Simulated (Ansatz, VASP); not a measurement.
# Two plane-wave programs on Rh

The input INCAR:

```
SYSTEM = Rh
PREC     = Accurate       ! precision mode
ENCUT    = 520            ! plane-wave cutoff, eV
EDIFF    = 1E-6           ! SCF threshold, eV
ISMEAR   = 0              ! smearing method
SIGMA    = 0.15           ! smearing width, eV
LREAL    = .FALSE.        ! projectors in reciprocal space
LASPH    = .TRUE.         ! aspherical terms in the spheres
NELM     = 60             ! most SCF steps
ALGO     = Fast           ! electronic algorithm
ISIF     = 2              ! what is computed and relaxed
LWAVE    = .FALSE.        ! write WAVECAR
LCHARG   = .TRUE.         ! write CHGCAR
GGA      = PS             ! functional
LELF     = .TRUE.         ! ELF
LVHAR    = .TRUE.       
NBANDS   = 14             ! bands
```

KPOINTS

```
regular mesh
0
G
  28 28 28
  0 0 0
```

POSCAR

```
Rh
1.0
    0.0000000000      1.9372464942      1.8899965797
    1.9372464942      0.0000000000      1.8899965797
    1.9372464942      1.9372464942      0.0000000000
Rh
1
Direct
    0.0000000000      0.0000000000      0.0000000000
```

Input for Ansatz:

```yaml
crystal:
  lattice:
    - [0.0, 1.9372464942, 1.8899965797]
    - [1.9372464942, 0.0, 1.8899965797]
    - [1.9372464942, 1.9372464942, 0.0]
  atoms:
    - { symbol: Rh, position: [0.0, 0.0, 0.0] }
basis:
  ecutwfc: 420
kpoints:
  mp_grid: { grid: [28, 28, 28] }
hamiltonian:
  xc: pbesol
scf:
  occupations: { method: gaussian, width: 0.15 }
output:
  forces: true
  stress: true
  eigenvalues: true
```

Change from the starting cell: strain +0.025 along x and y, +0.000 along z, atoms carried along.

Alike in both runs: task single point; functional PBEsol; k mesh 28 × 28 × 28; occupations gaussian, width 0.15 eV; no spin polarisation.

|  | VASP | Ansatz |
| --- | --- | --- |
| version | VASP 6.6.1 | Ansatz 0.2.0 |
| potentials or method | VASP PAW PBE potentials, release 64 (Rh_pv), cutoff 520 eV | scalar-relativistic, plane waves, PAW |
| valence electrons in the cell | 15 | 17 |

Ansatz gave:

```
gap on the k mesh at the Fermi level (eV)                     : none
pressure (GPa)                                                : -12.7
traceless stress, the component that is largest in VASP (GPa) : 3.66
```

**Question.** Which values does VASP return?

**Answer.** gap on the k mesh at the Fermi level (eV): none; pressure (GPa): -12.8; traceless stress, the component that is largest in VASP (GPa): 3.65.

VASP's potentials were made for PBE, not for PBEsol. A gap of «none» marks a metal or a gap that the smearing closes. VASP's potentials hold 15 valence electrons a cell and Ansatz's 17, so a difference there can come from the potentials and not from the codes.
